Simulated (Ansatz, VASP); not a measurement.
## BaO in VASP and in Ansatz

Contents of POSCAR:

```
BaO
1.0
    0.0000000000      2.7721139118      2.7721139118
    2.7721139118      0.0000000000      2.7721139118
    2.7721139118      2.7721139118      0.0000000000
Ba O
1 1
Direct
    0.0000000000      0.0000000000      0.0000000000
    0.5000000000      0.5000000000      0.5000000000
```

Contents of INCAR.step1:

```
ALGO     = Normal         # electronic algorithm
EDIFF    = 1E-5           # SCF threshold, eV
ENCUT    = 660            # plane-wave cutoff, eV
GGA      = PE             # functional
GGA_COMPAT= False        
ISMEAR   = 0              # smearing method
LASPH    = True           # aspherical terms in the spheres
LCHARG   = False          # write CHGCAR
LREAL    = False          # projectors in reciprocal space
LWAVE    = True           # write WAVECAR
NBANDS   = 15             # bands
NELM     = 120            # most SCF steps
PREC     = Accurate       # precision mode
SIGMA    = 0.01           # smearing width, eV
```

Contents of INCAR.step2:

```
ALGO     = Normal         # electronic algorithm
EDIFF    = 1E-6           # SCF threshold, eV
ENCUT    = 660            # plane-wave cutoff, eV
GGA_COMPAT= False        
ISIF     = 2              # what is computed and relaxed
ISMEAR   = 0              # smearing method
ISTART   = 1            
LASPH    = True           # aspherical terms in the spheres
LCHARG   = False          # write CHGCAR
LMIXTAU  = True         
LREAL    = False          # projectors in reciprocal space
LWAVE    = False          # write WAVECAR
METAGGA  = R2SCAN         # meta-GGA
NBANDS   = 15             # bands
NELM     = 120            # most SCF steps
PREC     = Accurate       # precision mode
SIGMA    = 0.01           # smearing width, eV
```

The input KPOINTS:

```
k-points
0
Gamma
  8 8 8
```

Input for Ansatz:

```yaml
crystal:
  lattice:
    - [0.0, 2.7721139118, 2.7721139118]
    - [2.7721139118, 0.0, 2.7721139118]
    - [2.7721139118, 2.7721139118, 0.0]
  atoms:
    - { symbol: Ba, position: [0.0, 0.0, 0.0] }
    - { symbol: O, position: [0.5, 0.5, 0.5] }
kpoints:
  mp_grid: { grid: [8, 8, 8] }
scf:
  occupations: { method: fixed }
hamiltonian:
  xc: r2scan
  pseudopotentials: { kind: paw }
output:
  forces: true
  stress: true
  eigenvalues: true
  eigenstates:
    nscf_kmesh: { grid: [12, 12, 12] }
    de_dk: true
    e_range: [-9, 12.37712391427]
  optics:
    e_range: [0, 20]
    de: 0.2
    sigma: 0.15
    bands: { spectra_wanted_up_to: 20 }
    nscf_kmesh: { grid: [12, 12, 12] }
checkpoint:
  write: ck
  write_wavefunctions: false
```

Alike in both runs: task single point; functional r2SCAN; k mesh 8 × 8 × 8; no spin polarisation.

```csv
,VASP,Ansatz
version,VASP 6.6.1,Ansatz 0.2.0
potentials or method,"VASP PAW PBE potentials, release 64 (Ba_sv, O)","PAW with Ansatz's default frozen-core files, scalar-relativistic"
plane-wave cutoff (eV),660,500
occupations,"gaussian, width 0.01 eV",fixed
valence electrons in the cell,16,16
```

VASP gave:

| Quantity | Value |
| --- | --- |
| gap on the k mesh at the Fermi level (eV) | 2.32 |
| pressure (GPa) | 1.6 |

Estimate Ansatz's values.

gap on the k mesh at the Fermi level (eV): 2.38; pressure (GPa): 0.0.

VASP's potentials were made for PBE, not for r2SCAN.

Spin-orbit coupling is off throughout.
